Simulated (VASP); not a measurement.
# TaN in VASP: single point with PBEsol

Aim: the single point of TaN with PBEsol.

All numbers are computed with VASP 6.6.1; they aren't measurements. Logs are shortened: lines on timing, memory, paths and dates and some standing lists are left out, and cuts for length are marked.

### Step 1. The cell of the first run

The cell holds a slab with vacuum, 12 atoms: a = 2.896 Å, b = 5.179 Å, c = 25.014 Å, α = 90.00°, β = 90.00°, γ = 90.00°.

### Step 2. Single point, PBEsol

Input file INCAR:

```
ALGO     = Normal         # electronic algorithm
DIPOL    = 0.5 0.5 0.500
EDIFF    = 1E-6           # SCF threshold, eV
ENCUT    = 520            # plane-wave cutoff, eV
GGA      = PS             # functional
IDIPOL   = 3            
ISIF     = 2              # what is computed and relaxed
ISMEAR   = 0              # smearing method
LASPH    = T              # aspherical terms in the spheres
LCHARG   = F              # write CHGCAR
LDIPOL   = T            
LREAL    = F              # projectors in reciprocal space
LWAVE    = F              # write WAVECAR
NBANDS   = 60             # bands
NELM     = 100            # most SCF steps
PREC     = Accurate       # precision mode
SIGMA    = 0.1            # smearing width, eV
```

Input file KPOINTS:

```
k-points
0
Gamma
  10 6 1
```

Input file POSCAR:

```
TaN
1.0
    2.8959972773      0.0000000000      0.0000000000
    0.0000000000      5.1789208711      0.0000000000
    0.0000000000      0.0000000000     25.0136749793
N Ta
6 6
Direct
    0.0000000000      0.3033145300      0.3398141220
    0.0000000000      0.8933709400      0.4103474991
    0.0000000000      0.3033145300      0.4808808762
    0.0000000000      0.8120351413      0.5214234327
    0.0000000000      0.3848858474      0.5871159549
    0.0000000000      0.7657687369      0.6621759191
    0.5000000000      0.0000000000      0.3505791651
    0.0000000000      0.5000000000      0.4103474991
    0.5000000000      0.0000000000      0.4701158330
    0.5000000000      0.5007561747      0.5287333909
    0.0000000000     -0.0044633502      0.5941791106
    0.5000000000      0.5315047279      0.6430633881
```

Potentials or basis: VASP PAW PBE potentials, release 64 (N, Ta_pv).

Launch:

```
$ cat potpaw_PBE.64/N/POTCAR potpaw_PBE.64/Ta_pv/POTCAR > POTCAR
$ mpirun -np 1 vasp_std > vasp.out
```

OUTCAR:

```text
EDIFF = 1E-6
   ENCUT = 520
   GGA = PS
   ISIF = 2
   ISMEAR = 0
   LASPH = T
   LREAL = F
   NELM = 100
   PREC = Accurate

 ion  position               nearest neighbor table
   1  0.000  0.303  0.340-   8 2.04   7 2.15   7 2.15
   2  0.000  0.893  0.410-   8 2.04   9 2.15   9 2.15   7 2.15   7 2.15
   3  0.000  0.303  0.481-   8 2.04  10 2.14  10 2.14   9 2.15   9 2.15
   4  0.000  0.812  0.521-  11 2.05   9 2.17   9 2.17  10 2.17  10 2.17
   5  0.000  0.385  0.587-  11 2.02  10 2.14  10 2.14  12 2.15  12 2.15
   6  0.000  0.766  0.662-  12 1.95  12 1.95  11 2.08
   7  0.500  0.000  0.351-   1 2.15   1 2.15   2 2.15   2 2.15   9 2.99   8 3.32   8 3.32   8 3.32
                             8 3.32
   8  0.000  0.500  0.410-   1 2.04   3 2.04   2 2.04  10 3.30  10 3.30   9 3.32   9 3.32   9 3.32
                             9 3.32   7 3.32   7 3.32   7 3.32   7 3.32
   9  0.500  0.000  0.470-   2 2.15   2 2.15   3 2.15   3 2.15   4 2.17   4 2.17  10 2.97  10 2.98
                             7 2.99   8 3.32   8 3.32   8 3.32   8 3.32  11 3.42  11 3.42
  10  0.500  0.501  0.529-   3 2.14   3 2.14   5 2.14   5 2.14   4 2.17   4 2.17  12 2.86   9 2.97
                             9 2.98   8 3.30   8 3.30  11 3.37  11 3.37  11 3.41  11 3.41
  11  0.000  0.996  0.594-   5 2.02   4 2.05   6 2.08  12 3.06  12 3.06  12 3.36  12 3.36  10 3.37
                            10 3.37  10 3.41  10 3.41   9 3.42   9 3.42
  12  0.500  0.532  0.643-   6 1.95   6 1.95   5 2.15   5 2.15  10 2.86  11 3.06  11 3.06  11 3.36
                            11 3.36

  LATTYP: Found a simple orthorhombic cell.
 ALAT       =     2.8959972773
 B/A-ratio  =     1.7883030871
 C/A-ratio  =     8.6373268288

  Lattice vectors:

 A1 = (   2.8959972773,   0.0000000000,   0.0000000000)
 A2 = (   0.0000000000,   5.1789208711,   0.0000000000)
 A3 = (   0.0000000000,   0.0000000000,  25.0136749793)

Analysis of symmetry for initial positions (statically):
=====================================================================
 Subroutine PRICEL returns:
 Original cell was already a primitive cell.

 Routine SETGRP: Setting up the symmetry group for a
 simple orthorhombic supercell.

 Subroutine GETGRP returns: Found  2 space group operations
 (whereof  2 operations were pure point group operations)
 out of a pool of  8 trial point group operations.

The static configuration has the point symmetry C_1h.

Analysis of symmetry for dynamics (positions and initial velocities):
=====================================================================
 Subroutine PRICEL returns:
 Original cell was already a primitive cell.

 Routine SETGRP: Setting up the symmetry group for a
 simple orthorhombic supercell.

 Subroutine GETGRP returns: Found  2 space group operations
 (whereof  2 operations were pure point group operations)
 out of a pool of  8 trial point group operations.

The dynamic configuration has the point symmetry C_1h.

 Subroutine INISYM returns: Found  2 space group operations
 (whereof  2 operations are pure point group operations),
 and found     1 'primitive' translations

----------------------------------------------------------------------------------------

                                     Primitive cell

  volume of cell :     375.1586

  direct lattice vectors                    reciprocal lattice vectors
     2.895997277  0.000000000  0.000000000     0.345304192  0.000000000  0.000000000
     0.000000000  5.178920871  0.000000000     0.000000000  0.193090419  0.000000000
     0.000000000  0.000000000 25.013674979     0.000000000  0.000000000  0.039978132

  length of vectors
     2.895997277  5.178920871 25.013674979     0.345304192  0.193090419  0.039978132

  position of ions in fractional coordinates (direct lattice)
     0.000000000  0.303314530  0.339814122
     0.000000000  0.893370940  0.410347499
     0.000000000  0.303314530  0.480880876
     0.000000000  0.812035141  0.521423433
     0.000000000  0.384885847  0.587115955
     0.000000000  0.765768737  0.662175919
     0.500000000  0.000000000  0.350579165
     0.000000000  0.500000000  0.410347499
     0.500000000  0.000000000  0.470115833
     0.500000000  0.500756175  0.528733391
     0.000000000  0.995536650  0.594179111
     0.500000000  0.531504728  0.643063388

  ion indices of the primitive-cell ions
   primitive index   ion index
                 1           1
                 2           2
                 3           3
                 4           4
                 5           5
                 6           6
                 7           7
                 8           8
                 9           9
                10          10
                11          11
                12          12

----------------------------------------------------------------------------------------

 KPOINTS: k-points

Automatic generation of k-mesh.
 Grid dimensions read from file:
 generate k-points for:   10    6    1

 Generating k-lattice:

  Cartesian coordinates                     Fractional coordinates (reciprocal lattice)
     0.034530419  0.000000000  0.000000000     0.100000000  0.000000000  0.000000000
     0.000000000  0.032181736  0.000000000     0.000000000  0.166666667  0.000000000
     0.000000000  0.000000000  0.039978132     0.000000000  0.000000000  1.000000000

  Length of vectors
     0.034530419  0.032181736  0.039978132

  Shift w.r.t. Gamma in fractional coordinates (k-lattice)
     0.000000000  0.000000000  0.000000000

 Subroutine IBZKPT returns following result:
 ===========================================

 Found     24 irreducible k-points:

 Following reciprocal coordinates:
            Coordinates               Weight
  0.000000  0.000000  0.000000      1.000000
  0.100000  0.000000  0.000000      2.000000
  0.200000  0.000000  0.000000      2.000000
  0.300000  0.000000  0.000000      2.000000
  0.400000  0.000000  0.000000      2.000000
  0.500000  0.000000  0.000000      1.000000
[... 16 lines left out ...]
  0.400000  0.500000  0.000000      2.000000
  0.500000  0.500000  0.000000      1.000000
   k-points           NKPTS =     24   k-points in BZ     NKDIM =     24   number of bands    NBANDS=     60
   number of dos      NEDOS =    301   number of ions     NIONS =     12
   total plane-waves  NPLWV = 184320
   dimension x,y,z NGX =    24 NGY =   40 NGZ =  192
   dimension x,y,z NGXF=    48 NGYF=   80 NGZF=  384
   ions per type =               6   6
   NGX,Y,Z   is equivalent  to a cutoff of  13.78, 12.84, 12.76 a.u.
   NGXF,Y,Z  is equivalent  to a cutoff of  27.55, 25.68, 25.52 a.u.
 SYSTEM =  unknown system
   PREC   = accura    normal or accurate (medium, high low for compatibility)
   ISTART =      0    job   : 0-new  1-cont  2-samecut
   ICHARG =      2    charge: 1-file 2-atom 10-const
   ISPIN  =      1    spin polarized calculation?
   LNONCOLLINEAR =      F non collinear calculations
   LSORBIT =      F    spin-orbit coupling
   LASPH  =      T    aspherical Exc in radial PAW
   ENCUT  =  520.0 eV  38.22 Ry    6.18 a.u.   5.38  9.63 46.51*2*pi/ulx,y,z
   NELM   =    100;   NELMIN=  2; NELMDL= -5     # of ELM steps
   EDIFF  = 0.1E-05   stopping-criterion for ELM
   LREAL  =      F    real-space projection
[... 7 lines left out ...]
   TEBEG  =    0.0;   TEEND  =   0.0 temperature during run
   PSTRESS=    0.0 pullay stress
   NELECT =      96.0000    total number of electrons
   NUPDOWN=      -1.0000    fix difference up-down
   EMIN   =  10.00;   EMAX   =-10.00  energy-range for DOS
   EFERMI =   0.00;   METHOD = LEGACY
   ISMEAR =     0;   SIGMA  =   0.10  broadening in eV -4-tet -1-fermi 0-gaus
   EFERMI_NEDOS =   21; number of points for ismear=-14 and -15
   IALGO  =     38    algorithm
   IMIX   =      4    mixing-type and parameters
     AMIX     =   0.40;   BMIX     =  1.00
     AMIX_MAG =   1.60;   BMIX_MAG =  1.00
  volume/ion in A,a.u.               =      31.26       210.97
  Fermi-wavevector in a.u.,A,eV,Ry     =   1.039346  1.964080 14.697567  1.080241
  Thomas-Fermi vector in A             =   2.173872
   LORBIT       =      0    0 simple, 1 ext, 2 COOP (PROOUT), +10 PAW based schemes
   GGA     = PS    functional components
   LHFCALC =     F    Hartree Fock is set to
   AEXX    =    0.0000 exact exchange contribution
   IVDW    =     0    specifies the selected vdW correction
   LEPSILON=     F    determine dielectric tensor
   LRPA    =     F    only Hartree local field effects (RPA)
 non-spin polarized calculation
 Gauss-broadening in eV      SIGMA  =   0.10
  energy-cutoff  :      520.00
  volume of cell :      375.16
 maximum number of plane-waves:     10155
 NGX is ok and might be reduce to    24
   NGX = 11   NGY = 19   NGZ = 93

 dipolmoment           0.000000      0.000000      0.000028 electrons x Angstroem

 number of electron      96.0000003 magnetization

 dipolmoment           0.000000      0.000000     -0.003515 electrons x Angstroem

 Free energy of the ion-electron system (eV)
  ---------------------------------------------------
  ext. energy  EPLUGINS =         0.00000000
  ---------------------------------------------------
  free energy    TOTEN  =      -135.66135703 eV

  energy without entropy =     -135.62975740  energy(sigma->0) =     -135.64555722

 E-fermi :  -0.2378     XC(G=0):  -5.5842

 val. band max:       -0.2459906984   @ k =   0.2000   0.1667   0.0000
 cond. band min:      -0.2320398002   @ k =   0.3000   0.0000   0.0000
 fundamental gap:      0.0139508982
 Fermi energy:        -0.2377875205

 k-point     1 :       0.0000    0.0000    0.0000
  band No.  band energies     occupation
      1     -35.9344      2.00000
      2     -35.8256      2.00000
      3     -35.7497      2.00000
      4     -35.5010      2.00000
      5     -35.4153      2.00000
      6     -35.3881      2.00000
[... 1501 lines left out ...]
     59       3.6645      0.00000
     60       4.0095      0.00000

------------------------ aborting loop because EDIFF is reached ----------------------------------------

 vacuum level on the upper side and lower side of the slab       (xc-potential included)        -0.174        -0.138

  FORCE on cell =-STRESS in cart. coord.  units (eV):
  Direction    XX          YY          ZZ          XY          YZ          ZX
  --------------------------------------------------------------------------------------
  -------------------------------------------------------------------------------------
  Total        1.8486090     -6.4767676     -3.5053334      0.0000000     -1.6769099      0.0000000
  in kB        7.8947927    -27.6601143    -14.9701097      0.0000000     -7.1615231      0.0000000
  external PRESSURE =     -11.5784771 kB  Pullay stress =       0.0000000 kB

 VOLUME and BASIS-vectors are now :
 -----------------------------------------------------------------------------
  energy-cutoff  :      520.00
  volume of cell :      375.16
      direct lattice vectors                 reciprocal lattice vectors
     2.895997277  0.000000000  0.000000000     0.345304192  0.000000000  0.000000000
     0.000000000  5.178920871  0.000000000     0.000000000  0.193090419  0.000000000
     0.000000000  0.000000000 25.013674979     0.000000000  0.000000000  0.039978132

 POSITION                                       TOTAL-FORCE (eV/Angst)
 -----------------------------------------------------------------------------------
      0.00000      1.57084      8.50000         0.000000     -2.268102      1.250862
      0.00000      4.62670     10.26430         0.000000     -0.469897     -0.316649
      0.00000      1.57084     12.02860         0.000000     -0.098291     -0.258453
      0.00000      4.20547     13.04272         0.000000     -0.001219     -0.002465
      0.00000      1.99329     14.68593         0.000000     -0.000837     -0.006115
      0.00000      3.96586     16.56345         0.000000      0.100272      0.079801
      1.44800      0.00000      8.76927         0.000000      3.606694      0.987492
      0.00000      2.58946     10.26430         0.000000     -0.657503     -1.879739
      1.44800      0.00000     11.75932         0.000000     -0.119069      0.131456
      1.44800      2.59338     13.22557         0.000000      0.008199     -0.006269
      0.00000      5.15581     14.86260         0.000000     -0.000068      0.007895
      1.44800      2.75262     16.08538         0.000000     -0.100180      0.012186
 -----------------------------------------------------------------------------------
    total drift:                                0.000000      0.000433     -0.000003

  FREE ENERGIE OF THE ION-ELECTRON SYSTEM (eV)
  ---------------------------------------------------
  free  energy   TOTEN  =      -135.6613570312 eV

  energy  without entropy=     -135.6297574011  energy(sigma->0) =     -135.64555722

 vacuum level on the upper side and lower side of the slab         4.278         4.312
```

Wall time 38 min (1 thread of AMD EPYC, shared host); peak memory 0.66 GiB.

Results:

| Property | Result |
| --- | --- |
| Free energy | -135.6614 eV |
| Largest force | 3.739 eV/Å |
| Band gap on the k mesh | zero (band 48 reaches 0.73 eV, above the bottom of band 49 at -0.51 eV) |

Forces on the atoms (eV/Å):
```
N    0.000 -2.268  1.251
N    0.000 -0.470 -0.317
N    0.000 -0.098 -0.258
N    0.000 -0.001 -0.002
N    0.000 -0.001 -0.006
N    0.000  0.100  0.080
Ta   0.000  3.607  0.987
Ta   0.000 -0.658 -1.880
Ta   0.000 -0.119  0.131
Ta   0.000  0.008 -0.006
Ta   0.000  0.000  0.008
Ta   0.000 -0.100  0.012
```

Levels at points of the mesh, in eV from the Fermi level:
```csv
k point,band 44,band 45,band 46,band 47,band 48,band 49,band 50,band 51,band 52,band 53
"(0.00, 0.00, 0.00)",-2.34,-1.86,-1.79,-0.94,-0.30,-0.24,0.26,1.18,1.42,1.42
"(0.50, 0.00, 0.00)",-2.37,-1.87,-0.18,0.56,0.97,1.00,1.10,1.79,2.17,2.34
"(0.00, 0.50, 0.00)",-2.35,-2.21,-2.02,-1.28,-1.10,0.40,0.90,1.68,1.81,2.20
"(0.50, 0.50, 0.00)",-1.64,-1.52,-0.92,-0.65,-0.28,-0.05,0.45,1.48,1.89,2.39
```

Caveat: the PAW data sets were made with another functional, which shifts forces and pressure a little; spin-orbit coupling is left out, which moves the levels of the heavy elements.
